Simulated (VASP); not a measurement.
The system is PbO2.

```xyz
6
Lattice="5.0567 0.0000 0.0000 0.0000 5.0567 0.0000 0.0000 0.0000 3.2566" Properties=species:S:1:pos:R:3 pbc="T T T"
Pb    0.0000    0.0000    0.0000
Pb    2.5284    2.5284    1.6283
O     1.5421    1.5421    0.0000
O     4.0705    0.9863    1.6283
O     0.9863    4.0705    1.6283
O     3.5146    3.5146    0.0000
```

| Item | Value |
| --- | --- |
| Program | VASP 6.6.1 |
| Task | relaxation of cell and atoms |
| Functional | PBE |
| Potentials or basis | VASP PAW PBE potentials, release 64 (Pb_d, O) |
| Cutoff | 600 eV |
| k mesh | 4 × 4 × 6 |
| Occupations | gaussian, width 0.1 eV |
| Spin | no spin polarisation |

At the start: pressure 11.0 GPa; volume 13.88 Å³/atom.

Where does the relaxation end?

Over 5 steps the energy falls by 44.0 meV/atom and the volume is 14.87 Å³/atom (+7.1 %); space group P4_2/mnm (No. 136, to 0.1 Å) before and after.

The path:
```tsv
step	energy change (eV)	largest force (eV/Å)	pressure (GPa)	volume (Å³)
1	0.0000	0.0057	10.99	83.27
2	-0.1025	0.3885	-6.96	95.23
3	-0.2368	0.2882	-0.58	89.68
4	-0.2574	0.1247	-0.39	89.45
5	-0.2642	0.0444	-0.18	89.22
```

Final structure:
```
Pb O
1.0
     5.09536    0.00000    0.00000
     0.00000    5.09536    0.00000
     0.00000    0.00000    3.43633
Pb O
2 4
Direct
  0.00000 0.00000 0.00000
  0.50000 0.50000 0.50000
  0.30846 0.30846 0.00000
  0.80846 0.19154 0.50000
  0.19154 0.80846 0.50000
  0.69154 0.69154 0.00000
```

Caveat: the relaxation stopped at a loose force limit of 0.05 eV/Å, so its end isn't a converged minimum.
